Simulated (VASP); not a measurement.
# S (Pm-3m) in VASP: notebook

Runs on S. Level: PBE. Tasks: single point, relaxation of cell and atoms.

Program: VASP 6.6.1. These are calculated values, not measurements. Logs are shortened: lines on timing, memory, paths and dates and some standing lists are left out, and cuts for length are marked.

**1. The cell of the first run**

The structure is cubic, space group Pm-3m (No. 221). Conventional cell: a = 1.878 Å, b = 1.878 Å, c = 1.878 Å, α = 90.00°, β = 90.00°, γ = 90.00°. S (site symmetry m-3m) has 6 S at 1.88 Å within 2.5 Å.

**2. Single point, PBE**

File INCAR:

```
SYSTEM = S
ALGO = Normal ; EDIFF = 1E-6
ENCUT = 520 ; GGA = PE
ISIF = 2 ; ISMEAR = -1
LASPH = .True. ; LCHARG = .True.
LELF = .True. ; LREAL = .False.
LVHAR = .True. ; LWAVE = .False.
NBANDS = 9 ; NELM = 60
PREC = Accurate ; SIGMA = 0.05
```

File KPOINTS:

```
k-points
0
Gamma
  19 19 19
  0 0 0
```

File POSCAR:

```
S
1.0
    1.8775208806      0.0000000000      0.0000000000
    0.0000000000      1.8775208806      0.0000000000
    0.0000000000      0.0000000000      1.8775208806
S
1
Direct
    0.0000000000      0.0000000000      0.0000000000
```

Potentials or basis: VASP PAW PBE potentials, release 64 (S).

Command:

```
> cat potpaw_PBE.64/S/POTCAR > POTCAR
> mpirun -np 1 vasp_std > vasp.out
```

OUTCAR:

```text
SYSTEM = S
   EDIFF = 1E-6
   ENCUT = 520
   GGA = PE
   ISIF = 2
   ISMEAR = -1
   LASPH = .True.
   LREAL = .False.
   NELM = 60
   PREC = Accurate

 ion  position               nearest neighbor table
   1  0.000  0.000  0.000-

  LATTYP: Found a simple cubic cell.
 ALAT       =     1.8775208806

  Lattice vectors:

 A1 = (   1.8775208806,   0.0000000000,   0.0000000000)
 A2 = (   0.0000000000,   1.8775208806,   0.0000000000)
 A3 = (   0.0000000000,   0.0000000000,   1.8775208806)

Analysis of symmetry for initial positions (statically):
=====================================================================
 Subroutine PRICEL returns:
 Original cell was already a primitive cell.

 Routine SETGRP: Setting up the symmetry group for a
 simple cubic supercell.

 Subroutine GETGRP returns: Found 48 space group operations
 (whereof 48 operations were pure point group operations)
 out of a pool of 48 trial point group operations.

The static configuration has the point symmetry O_h .

Analysis of symmetry for dynamics (positions and initial velocities):
=====================================================================
 Subroutine PRICEL returns:
 Original cell was already a primitive cell.

 Routine SETGRP: Setting up the symmetry group for a
 simple cubic supercell.

 Subroutine GETGRP returns: Found 48 space group operations
 (whereof 48 operations were pure point group operations)
 out of a pool of 48 trial point group operations.

The dynamic configuration has the point symmetry O_h .

 Subroutine INISYM returns: Found 48 space group operations
 (whereof 48 operations are pure point group operations),
 and found     1 'primitive' translations

----------------------------------------------------------------------------------------

                                     Primitive cell

  volume of cell :       6.6184

  direct lattice vectors                    reciprocal lattice vectors
     1.877520881  0.000000000  0.000000000     0.532617246  0.000000000  0.000000000
     0.000000000  1.877520881  0.000000000     0.000000000  0.532617246  0.000000000
     0.000000000  0.000000000  1.877520881     0.000000000  0.000000000  0.532617246

  length of vectors
     1.877520881  1.877520881  1.877520881     0.532617246  0.532617246  0.532617246

  position of ions in fractional coordinates (direct lattice)
     0.000000000  0.000000000  0.000000000

  ion indices of the primitive-cell ions
   primitive index   ion index
                 1           1

----------------------------------------------------------------------------------------

 KPOINTS: k-points

Automatic generation of k-mesh.
 Grid dimensions read from file:
 generate k-points for:   19   19   19

 Generating k-lattice:

  Cartesian coordinates                     Fractional coordinates (reciprocal lattice)
     0.028032487  0.000000000  0.000000000     0.052631579  0.000000000  0.000000000
     0.000000000  0.028032487  0.000000000     0.000000000  0.052631579  0.000000000
     0.000000000  0.000000000  0.028032487     0.000000000  0.000000000  0.052631579

  Length of vectors
     0.028032487  0.028032487  0.028032487

  Shift w.r.t. Gamma in fractional coordinates (k-lattice)
     0.000000000  0.000000000  0.000000000

 Subroutine IBZKPT returns following result:
 ===========================================

 Found    220 irreducible k-points:

 Following reciprocal coordinates:
            Coordinates               Weight
  0.000000  0.000000  0.000000      1.000000
  0.052632  0.000000  0.000000      6.000000
  0.105263  0.000000  0.000000      6.000000
  0.157895  0.000000  0.000000      6.000000
  0.210526  0.000000  0.000000      6.000000
  0.263158  0.000000  0.000000      6.000000
[... 16 lines left out ...]
  0.263158  0.105263  0.000000     24.000000
  0.315789  0.105263  0.000000     24.000000
 [... further k-points ...]
   k-points           NKPTS =    220   k-points in BZ     NKDIM =    220   number of bands    NBANDS=      9
   number of dos      NEDOS =    301   number of ions     NIONS =      1
   total plane-waves  NPLWV =   2744
   dimension x,y,z NGX =    14 NGY =   14 NGZ =   14
   dimension x,y,z NGXF=    28 NGYF=   28 NGZF=   28
   ions per type =               1
   NGX,Y,Z   is equivalent  to a cutoff of  12.40, 12.40, 12.40 a.u.
   NGXF,Y,Z  is equivalent  to a cutoff of  24.79, 24.79, 24.79 a.u.
 SYSTEM =  S
   PREC   = accura    normal or accurate (medium, high low for compatibility)
   ISTART =      0    job   : 0-new  1-cont  2-samecut
   ICHARG =      2    charge: 1-file 2-atom 10-const
   ISPIN  =      1    spin polarized calculation?
   LNONCOLLINEAR =      F non collinear calculations
   LSORBIT =      F    spin-orbit coupling
   LASPH  =      T    aspherical Exc in radial PAW
   ENCUT  =  520.0 eV  38.22 Ry    6.18 a.u.   3.49  3.49  3.49*2*pi/ulx,y,z
   NELM   =     60;   NELMIN=  2; NELMDL= -5     # of ELM steps
   EDIFF  = 0.1E-05   stopping-criterion for ELM
   LREAL  =      F    real-space projection
   EDIFFG = 0.1E-04   stopping-criterion for IOM
   NSW    =      0    number of steps for IOM
   IBRION =     -1    ionic relax: 0-MD 1-quasi-New 2-CG
   NFREE  =      0    steps in history (QN), initial steepest desc. (CG)
   ISIF   =      2    stress and relaxation
   ISYM   =      2    0-nonsym 1-usesym 2-fastsym
   POTIM  = 0.5000    time-step for ionic-motion
   TEBEG  =    0.0;   TEEND  =   0.0 temperature during run
   PSTRESS=    0.0 pullay stress
   NELECT =       6.0000    total number of electrons
   NUPDOWN=      -1.0000    fix difference up-down
   EMIN   =  10.00;   EMAX   =-10.00  energy-range for DOS
   EFERMI =   0.00;   METHOD = LEGACY
   ISMEAR =    -1;   SIGMA  =   0.05  broadening in eV -4-tet -1-fermi 0-gaus
   EFERMI_NEDOS =   21; number of points for ismear=-14 and -15
   IALGO  =     38    algorithm
   IMIX   =      4    mixing-type and parameters
     AMIX     =   0.40;   BMIX     =  1.00
     AMIX_MAG =   1.60;   BMIX_MAG =  1.00
  volume/ion in A,a.u.               =       6.62        44.66
  Fermi-wavevector in a.u.,A,eV,Ry     =   1.584433  2.994144 34.156434  2.510427
  Thomas-Fermi vector in A             =   2.684051
   LORBIT       =      0    0 simple, 1 ext, 2 COOP (PROOUT), +10 PAW based schemes
   GGA     = PE    functional components
   LHFCALC =     F    Hartree Fock is set to
   AEXX    =    0.0000 exact exchange contribution
   IVDW    =     0    specifies the selected vdW correction
   LEPSILON=     F    determine dielectric tensor
   LRPA    =     F    only Hartree local field effects (RPA)
 non-spin polarized calculation
  energy-cutoff  :      520.00
  volume of cell :        6.62
 maximum number of plane-waves:       185
 NGX is ok and might be reduce to    14
   NGX =  7   NGY =  7   NGZ =  7

 number of electron       5.9999999 magnetization

 Free energy of the ion-electron system (eV)
  ---------------------------------------------------
  ext. energy  EPLUGINS =         0.00000000
  ---------------------------------------------------
  free energy    TOTEN  =         2.29941427 eV

  energy without entropy =        2.30108816  energy(sigma->0) =        2.30025121

 E-fermi :  25.9780     XC(G=0): -15.4618

 val. band max:       25.9345181985   @ k =   0.4211   0.1579   0.1579
 cond. band min:      26.0167913608   @ k =   0.4211   0.4211   0.3684
 fundamental gap:      0.0822731624
 Fermi energy:        25.9779848849

 k-point     1 :       0.0000    0.0000    0.0000
  band No.  band energies     occupation
      1      -4.8392      2.00000
      2      29.3012      0.00000
      3      29.3012      0.00000
      4      31.9428      0.00000
      5      31.9428      0.00000
      6      31.9428      0.00000
      7      48.8669      0.00000
      8      61.9714      0.00000
      9      61.9714      0.00000

 k-point     2 :       0.0526    0.0000    0.0000
  band No.  band energies     occupation
      1      -4.7300      2.00000
      2      27.2474      0.00000
      3      29.3894      0.00000
      4      32.0320      0.00000
      5      32.0320      0.00000
      6      33.9232      0.00000
      7      49.1632      0.00000
      8      61.0422      0.00000
      9      61.0426      0.00000

 k-point     3 :       0.1053    0.0000    0.0000
  band No.  band energies     occupation
      1      -4.4030      2.00000
      2      24.2822      2.00000
      3      29.6511      0.00000
      4      32.2990      0.00000
      5      32.2990      0.00000
      6      36.6408      0.00000
      7      50.0647      0.00000
      8      58.8562      0.00000
      9      58.8562      0.00000

 k-point     4 :       0.1579    0.0000    0.0000
  band No.  band energies     occupation
      1      -3.8594      2.00000
      2      21.2942      2.00000
      3      30.0768      0.00000
      4      32.7434      0.00000
      5      32.7434      0.00000
      6      39.1505      0.00000
      7      51.5742      0.00000
      8      56.2109      0.00000
      9      56.2109      0.00000
[... 205 lines left out ...]
 k-point    22 :       0.2105    0.1053    0.0000
  band No.  band energies     occupation
      1      -2.6686      2.00000
      2      18.6516      2.00000
      3      26.3066      0.00279
      4      33.7166      0.00000
      5      35.9385      0.00000
      6      43.7345      0.00000
      7      49.2909      0.00000
      8      53.7666      0.00000
      9      54.6373      0.00000

 k-point    23 :       0.2632    0.1053    0.0000
  band No.  band energies     occupation
      1      -1.7019      2.00000
      2      15.9250      2.00000
      3      27.0413      0.00000
      4      34.5063      0.00000
      5      36.6558      0.00000
      6      45.0771      0.00000
      7      47.4658      0.00000
      8      51.1616      0.00000
      9      56.3043      0.00000

 k-point    24 :       0.3158    0.1053    0.0000
  band No.  band energies     occupation
      1      -0.5300      2.00000
      2      13.3077      2.00000
      3      27.9305      0.00000
      4      35.4571      0.00000
      5      37.3669      0.00000
      6      44.0043      0.00000
      7      47.8946      0.00000
      8      48.7124      0.00000
      9      56.9218      0.00000

 [... further k-points ...]
[... 5 lines left out ...]
  --------------------------------------------------------------------------------------
  -------------------------------------------------------------------------------------
  Total       15.7091918     15.7091918     15.7091918      0.0000000      0.0000000     -0.0000000
  in kB     3802.8578954   3802.8578954   3802.8578954      0.0000000      0.0000000     -0.0000000
  external PRESSURE =    3802.8578954 kB  Pullay stress =       0.0000000 kB

 VOLUME and BASIS-vectors are now :
 -----------------------------------------------------------------------------
  energy-cutoff  :      520.00
  volume of cell :        6.62
      direct lattice vectors                 reciprocal lattice vectors
     1.877520881  0.000000000  0.000000000     0.532617246  0.000000000  0.000000000
     0.000000000  1.877520881  0.000000000     0.000000000  0.532617246  0.000000000
     0.000000000  0.000000000  1.877520881     0.000000000  0.000000000  0.532617246

 POSITION                                       TOTAL-FORCE (eV/Angst)
 -----------------------------------------------------------------------------------
      0.00000      0.00000      0.00000         0.000000      0.000000      0.000000
 -----------------------------------------------------------------------------------
    total drift:                                0.000000      0.000000      0.000000

  FREE ENERGIE OF THE ION-ELECTRON SYSTEM (eV)
  ---------------------------------------------------
  free  energy   TOTEN  =         2.2994142717 eV

  energy  without entropy=        2.3010881554  energy(sigma->0) =        2.30025121
```

Wall time 8.1 s (1 thread of Intel Xeon Platinum 8259CL at 2.50GHz (Skylake/Cascade Lake), shared host); peak memory 0.11 GiB.

What came out:

```yaml
Free_energy: 2.2994 eV
Pressure: 380.3 GPa
Band_gap_on_the_k_mesh: zero (band 3 reaches 33.81 eV, above the bottom of band 4 at 19.62 eV)
```

Levels at points of the mesh, in eV from the Fermi level:
| k point | band 1 | band 2 | band 3 | band 4 | band 5 | band 6 | band 7 |
| --- | --- | --- | --- | --- | --- | --- | --- |
| (0.00, 0.00, 0.00) | -30.82 | 3.32 | 3.32 | 5.96 | 5.96 | 5.96 | 22.89 |

**3. Single point, PBE**

File INCAR:

```
SYSTEM = S
PREC = Accurate ; ENCUT = 520
EDIFF = 1E-6 ; ISMEAR = -1
SIGMA = 0.05 ; LREAL = .FALSE.
LASPH = .TRUE. ; NELM = 80
ALGO = Normal ; ISIF = 2
LWAVE = .FALSE. ; LCHARG = .FALSE.
GGA = PE ; NBANDS = 9
```

File KPOINTS:

```
regular mesh
0
G
  19 19 19
  0 0 0
```

File POSCAR:

```
S
1.0
    1.8776487548      0.0000000000      0.0000000000
    0.0000000000      1.8776487548      0.0000000000
    0.0000000000      0.0000000000      1.8776487548
S
1
Direct
    0.0000000000      0.0000000000      0.0000000000
```

Potentials or basis: VASP PAW PBE potentials, release 64 (S).

Command:

```
> cat potpaw_PBE.64/S/POTCAR > POTCAR
> mpirun -np 1 vasp_std > vasp.out
```

Run time: 8.4 s. Hardware: 1 thread of Intel Xeon Platinum 8259CL at 2.50GHz (Skylake/Cascade Lake), shared host; peak memory 0.11 GiB.

It converged, with:

```
Free energy            : 2.2962 eV
Pressure               : 380.0 GPa
Band gap on the k mesh : zero (band 3 reaches 33.80 eV, above the bottom of band 4 at 19.61 eV)
```

Levels at points of the mesh, in eV from the Fermi level:
```tsv
k point	band 1	band 2	band 3	band 4	band 5	band 6	band 7	band 8
(0.00, 0.00, 0.00)	-30.81	3.32	3.32	5.96	5.96	5.96	22.88	35.99
```

**4. Relaxation of cell and atoms, PBE, target pressure 390 GPa, at which the enthalpy is minimised**

This run uses another cell than the first one, of 6.67 Å³/atom, 1.008 times its volume.

File INCAR:

```
SYSTEM = S
PREC     = Accurate       ! precision mode
ENCUT    = 600            ! plane-wave cutoff, eV
EDIFF    = 1E-6           ! SCF threshold, eV
ISMEAR   = -1             ! smearing method
SIGMA    = 0.05           ! smearing width, eV
LREAL    = .FALSE.        ! projectors in reciprocal space
LASPH    = .TRUE.         ! aspherical terms in the spheres
NELM     = 60             ! most SCF steps
ALGO     = Normal         ! electronic algorithm
ISIF     = 3              ! what is computed and relaxed
LWAVE    = .FALSE.        ! write WAVECAR
LCHARG   = .FALSE.        ! write CHGCAR
GGA      = PE             ! functional
IBRION   = 2              ! ionic algorithm
NSW      = 60             ! ionic steps
EDIFFG   = -0.005         ! ionic threshold
PSTRESS  = 3900.0
```

KPOINTS is that of step 3.

File POSCAR:

```
S
1.0
    1.8826274016      0.0000000000      0.0000000000
    0.0000000000      1.8826274016      0.0000000000
    0.0000000000      0.0000000000      1.8826274016
S
1
Direct
    0.0000000000      0.0000000000      0.0000000000
```

Command:

```
> cat potpaw_PBE.64/S/POTCAR > POTCAR
> mpirun -np 1 vasp_std > vasp.out
```

It took 16 s on 1 thread of Intel Xeon Platinum 8259CL at 2.50GHz (Skylake/Cascade Lake), shared host; peak memory 0.12 GiB.

Results (log left out):

```yaml
Free_energy: 2.4036 eV
Relaxed_volume: 6.57 Å³/atom
Relaxed_cell: a = 1.873 Å, b = 1.873 Å, c = 1.873 Å, α = 90.00°, β = 90.00°, γ = 90.00°
Space_group_after_relaxing_to_0.05_Å: Pm-3m (No. 221)
Energy_change_on_relaxing_the_enthalpy_is_what_falls: +233.0 meV/atom
Ionic_steps: 4
Pressure_after_relaxing: 389.9 GPa
Band_gap_on_the_k_mesh: zero (band 3 reaches 33.98 eV, above the bottom of band 4 at 19.71 eV)
```

Step by step:
```tsv
step	energy change (eV)	largest force (eV/Å)	pressure (GPa)	volume (Å³)
1	0.0000	0.0000	368.96	6.67
2	2.3643	0.0000	582.29	5.86
3	0.2200	0.0000	388.77	6.58
4	0.2330	0.0000	389.93	6.57
```

Final structure:
```yaml
crystal:
  lattice:
    - [1.87333, 0.00000, 0.00000]
    - [0.00000, 1.87333, 0.00000]
    - [0.00000, 0.00000, 1.87333]
  atoms:
    - { symbol: S, position: [0.00000, 0.00000, 0.00000] }
```

Levels at points of the mesh, in eV from the Fermi level:
```
           k point  band 1  band 2  band 3  band 4  band 5  band 6  band 7
(0.00, 0.00, 0.00)  -30.93    3.30    3.30    6.03    6.03    6.03   23.03
```

Caveat: the cell is relaxed towards a set pressure, so the enthalpy falls and the energy may rise.
